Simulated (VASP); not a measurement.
# CuAu (P4/mmm) in VASP: further runs, part 2 of 3

VASP 6.6.1.

## (4) Single point, PBE (14.10 Å³/atom)

This run uses another cell than the first one, of 14.10 Å³/atom.

Input file INCAR:

```
SYSTEM = CuAu
ALGO     = Normal         ! electronic algorithm
EDIFF    = 1E-7           ! SCF threshold, eV
ENCUT    = 520            ! plane-wave cutoff, eV
GGA      = PE             ! functional
ISIF     = 2              ! what is computed and relaxed
ISMEAR   = 0              ! smearing method
LASPH    = .True.         ! aspherical terms in the spheres
LCHARG   = .False.        ! write CHGCAR
LREAL    = .False.        ! projectors in reciprocal space
LWAVE    = .False.        ! write WAVECAR
NBANDS   = 18             ! bands
NELM     = 80             ! most SCF steps
PREC     = Accurate       ! precision mode
SIGMA    = 0.1            ! smearing width, eV
```

Input file KPOINTS:

```
k-points
0
Gamma
  14 14 12
  0 0 0
```

Input file POSCAR:

```
CuAu
1.0
    2.8389103316      0.0000000000      0.0000000000
    0.0000000000      2.8389103316      0.0000000000
    0.0000000000      0.0000000000      3.4997354448
Cu Au
1 1
Direct
    0.5000000000      0.5000000000      0.5000000000
    0.0000000000      0.0000000000      0.0000000000
```

Potentials or basis: VASP PAW PBE potentials, release 64 (Cu, Au).

Launch:

```
cat potpaw_PBE.64/Cu/POTCAR potpaw_PBE.64/Au/POTCAR > POTCAR
mpirun -np 1 vasp_std > vasp.out
```

OUTCAR:

```text
SYSTEM = CuAu
   EDIFF = 1E-7
   ENCUT = 520
   GGA = PE
   ISIF = 2
   ISMEAR = 0
   LASPH = .True.
   LREAL = .False.
   NELM = 80
   PREC = Accurate

 ion  position               nearest neighbor table
   1  0.500  0.500  0.500-   2 2.66   2 2.66   2 2.66   2 2.66   2 2.66   2 2.66   2 2.66   2 2.66

   2  0.000  0.000  0.000-   1 2.66   1 2.66   1 2.66   1 2.66   1 2.66   1 2.66   1 2.66   1 2.66

  LATTYP: Found a simple tetragonal cell.
 ALAT       =     2.8389103316
 C/A-ratio  =     1.2327742112

  Lattice vectors:

 A1 = (   2.8389103316,   0.0000000000,   0.0000000000)
 A2 = (   0.0000000000,   2.8389103316,   0.0000000000)
 A3 = (   0.0000000000,   0.0000000000,   3.4997354448)

Analysis of symmetry for initial positions (statically):
=====================================================================
 Subroutine PRICEL returns:
 Original cell was already a primitive cell.

 Routine SETGRP: Setting up the symmetry group for a
 simple tetragonal supercell.

 Subroutine GETGRP returns: Found 16 space group operations
 (whereof 16 operations were pure point group operations)
 out of a pool of 16 trial point group operations.

The static configuration has the point symmetry D_4h.

Analysis of symmetry for dynamics (positions and initial velocities):
=====================================================================
 Subroutine PRICEL returns:
 Original cell was already a primitive cell.

 Routine SETGRP: Setting up the symmetry group for a
 simple tetragonal supercell.

 Subroutine GETGRP returns: Found 16 space group operations
 (whereof 16 operations were pure point group operations)
 out of a pool of 16 trial point group operations.

The dynamic configuration has the point symmetry D_4h.

 Subroutine INISYM returns: Found 16 space group operations
 (whereof 16 operations are pure point group operations),
 and found     1 'primitive' translations

----------------------------------------------------------------------------------------

                                     Primitive cell

  volume of cell :      28.2058

  direct lattice vectors                    reciprocal lattice vectors
     2.838910332  0.000000000  0.000000000     0.352247829  0.000000000  0.000000000
     0.000000000  2.838910332  0.000000000     0.000000000  0.352247829  0.000000000
     0.000000000  0.000000000  3.499735445     0.000000000  0.000000000  0.285735884

  length of vectors
     2.838910332  2.838910332  3.499735445     0.352247829  0.352247829  0.285735884

  position of ions in fractional coordinates (direct lattice)
     0.500000000  0.500000000  0.500000000
     0.000000000  0.000000000  0.000000000

  ion indices of the primitive-cell ions
   primitive index   ion index
                 1           1
                 2           2

----------------------------------------------------------------------------------------

 KPOINTS: k-points

Automatic generation of k-mesh.
 Grid dimensions read from file:
 generate k-points for:   14   14   12

 Generating k-lattice:

  Cartesian coordinates                     Fractional coordinates (reciprocal lattice)
     0.025160559  0.000000000  0.000000000     0.071428571  0.000000000  0.000000000
     0.000000000  0.025160559  0.000000000     0.000000000  0.071428571  0.000000000
     0.000000000  0.000000000  0.023811324     0.000000000  0.000000000  0.083333333

  Length of vectors
     0.025160559  0.025160559  0.023811324

  Shift w.r.t. Gamma in fractional coordinates (k-lattice)
     0.000000000  0.000000000  0.000000000

 Subroutine IBZKPT returns following result:
 ===========================================

 Found    252 irreducible k-points:

 Following reciprocal coordinates:
            Coordinates               Weight
  0.000000  0.000000  0.000000      1.000000
  0.071429  0.000000  0.000000      4.000000
  0.142857  0.000000  0.000000      4.000000
  0.214286  0.000000  0.000000      4.000000
  0.285714  0.000000  0.000000      4.000000
  0.357143  0.000000  0.000000      4.000000
[... 16 lines left out ...]
  0.285714  0.214286  0.000000      8.000000
  0.357143  0.214286  0.000000      8.000000
 [... further k-points ...]
   k-points           NKPTS =    252   k-points in BZ     NKDIM =    252   number of bands    NBANDS=     18
   number of dos      NEDOS =    301   number of ions     NIONS =      2
   total plane-waves  NPLWV =  16128
   dimension x,y,z NGX =    24 NGY =   24 NGZ =   28
   dimension x,y,z NGXF=    48 NGYF=   48 NGZF=   56
   ions per type =               1   1
   NGX,Y,Z   is equivalent  to a cutoff of  14.05, 14.05, 13.30 a.u.
   NGXF,Y,Z  is equivalent  to a cutoff of  28.11, 28.11, 26.60 a.u.
 SYSTEM =  CuAu
   PREC   = accura    normal or accurate (medium, high low for compatibility)
   ISTART =      0    job   : 0-new  1-cont  2-samecut
   ICHARG =      2    charge: 1-file 2-atom 10-const
   ISPIN  =      1    spin polarized calculation?
   LNONCOLLINEAR =      F non collinear calculations
   LSORBIT =      F    spin-orbit coupling
   LASPH  =      T    aspherical Exc in radial PAW
   ENCUT  =  520.0 eV  38.22 Ry    6.18 a.u.   5.28  5.28  6.51*2*pi/ulx,y,z
   NELM   =     80;   NELMIN=  2; NELMDL= -5     # of ELM steps
   EDIFF  = 0.1E-06   stopping-criterion for ELM
   LREAL  =      F    real-space projection
   EDIFFG = 0.1E-05   stopping-criterion for IOM
   NSW    =      0    number of steps for IOM
   IBRION =     -1    ionic relax: 0-MD 1-quasi-New 2-CG
   NFREE  =      0    steps in history (QN), initial steepest desc. (CG)
   ISIF   =      2    stress and relaxation
   ISYM   =      2    0-nonsym 1-usesym 2-fastsym
   POTIM  = 0.5000    time-step for ionic-motion
   TEBEG  =    0.0;   TEEND  =   0.0 temperature during run
   PSTRESS=    0.0 pullay stress
   NELECT =      22.0000    total number of electrons
   NUPDOWN=      -1.0000    fix difference up-down
   EMIN   =  10.00;   EMAX   =-10.00  energy-range for DOS
   EFERMI =   0.00;   METHOD = LEGACY
   ISMEAR =     0;   SIGMA  =   0.10  broadening in eV -4-tet -1-fermi 0-gaus
   EFERMI_NEDOS =   21; number of points for ismear=-14 and -15
   IALGO  =     38    algorithm
   IMIX   =      4    mixing-type and parameters
     AMIX     =   0.40;   BMIX     =  1.00
     AMIX_MAG =   1.60;   BMIX_MAG =  1.00
  volume/ion in A,a.u.               =      14.10        95.17
  Fermi-wavevector in a.u.,A,eV,Ry     =   1.506964  2.847749 30.898020  2.270940
  Thomas-Fermi vector in A             =   2.617612
   LORBIT       =      0    0 simple, 1 ext, 2 COOP (PROOUT), +10 PAW based schemes
   GGA     = PE    functional components
   LHFCALC =     F    Hartree Fock is set to
   AEXX    =    0.0000 exact exchange contribution
   IVDW    =     0    specifies the selected vdW correction
   LEPSILON=     F    determine dielectric tensor
   LRPA    =     F    only Hartree local field effects (RPA)
 non-spin polarized calculation
 Gauss-broadening in eV      SIGMA  =   0.10
  energy-cutoff  :      520.00
  volume of cell :       28.21
 maximum number of plane-waves:       781
 NGX is ok and might be reduce to    24
   NGX = 11   NGY = 11   NGZ = 13

 number of electron      22.0000001 magnetization

 Free energy of the ion-electron system (eV)
  ---------------------------------------------------
  ext. energy  EPLUGINS =         0.00000000
  ---------------------------------------------------
  free energy    TOTEN  =        -7.01485222 eV

  energy without entropy =       -7.01289219  energy(sigma->0) =       -7.01387220

 E-fermi :   9.2257     XC(G=0): -12.8525

 val. band max:        9.2182952510   @ k =   0.3571   0.1429   0.5000
 cond. band min:       9.2408145731   @ k =   0.5000   0.3571   0.0000
 fundamental gap:      0.0225193220
 Fermi energy:         9.2257192904

 k-point     1 :       0.0000    0.0000    0.0000
  band No.  band energies     occupation
      1      -0.8434      2.00000
      2       2.4812      2.00000
      3       2.5928      2.00000
      4       4.9510      2.00000
      5       4.9510      2.00000
      6       5.8970      2.00000
[... 10 lines left out ...]
     17      25.6985      0.00000
     18      26.9327      0.00000
[... 463 lines left out ...]
 k-point    24 :       0.3571    0.2143    0.0000
  band No.  band energies     occupation
      1       2.2117      2.00000
      2       3.4428      2.00000
      3       3.7780      2.00000
      4       4.1006      2.00000
      5       4.4155      2.00000
      6       5.4131      2.00000
[... 10 lines left out ...]
     17      23.8588      0.00000
     18      24.1371      0.00000

 [... further k-points ...]

------------------------ aborting loop because EDIFF is reached ----------------------------------------

  FORCE on cell =-STRESS in cart. coord.  units (eV):
  Direction    XX          YY          ZZ          XY          YZ          ZX
  --------------------------------------------------------------------------------------
  -------------------------------------------------------------------------------------
  Total        1.8069361      1.8069361      1.8040892      0.0000000      0.0000000     -0.0000000
  in kB      102.6395678    102.6395678    102.4778545      0.0000000      0.0000000     -0.0000000
  external PRESSURE =     102.5856634 kB  Pullay stress =       0.0000000 kB

 VOLUME and BASIS-vectors are now :
 -----------------------------------------------------------------------------
  energy-cutoff  :      520.00
  volume of cell :       28.21
      direct lattice vectors                 reciprocal lattice vectors
     2.838910332  0.000000000  0.000000000     0.352247829  0.000000000  0.000000000
     0.000000000  2.838910332  0.000000000     0.000000000  0.352247829  0.000000000
     0.000000000  0.000000000  3.499735445     0.000000000  0.000000000  0.285735884

 POSITION                                       TOTAL-FORCE (eV/Angst)
 -----------------------------------------------------------------------------------
      1.41946      1.41946      1.74987         0.000000      0.000000      0.000000
      0.00000      0.00000      0.00000         0.000000      0.000000      0.000000
 -----------------------------------------------------------------------------------
    total drift:                                0.000000      0.000000     -0.000000

  FREE ENERGIE OF THE ION-ELECTRON SYSTEM (eV)
  ---------------------------------------------------
  free  energy   TOTEN  =        -7.0148522159 eV

  energy  without entropy=       -7.0128921873  energy(sigma->0) =       -7.01387220
```

Wall time 43 s (1 thread of Intel Xeon 6975P-C (Granite Rapids), shared host); peak memory 0.25 GiB.

Results:

```yaml
Free_energy: -7.0149 eV
Pressure: 10.3 GPa
Band_gap_on_the_k_mesh: zero (bands 11 and 12 overlap by 7.36 eV)
```

Caveat: the cell stands under pressure; spin-orbit coupling is left out, which moves the levels of the heavy elements.

(Part 2 of 3 ends here.)

The gap in the log of VASP goes by the Fermi energy; the results here count the filled bands.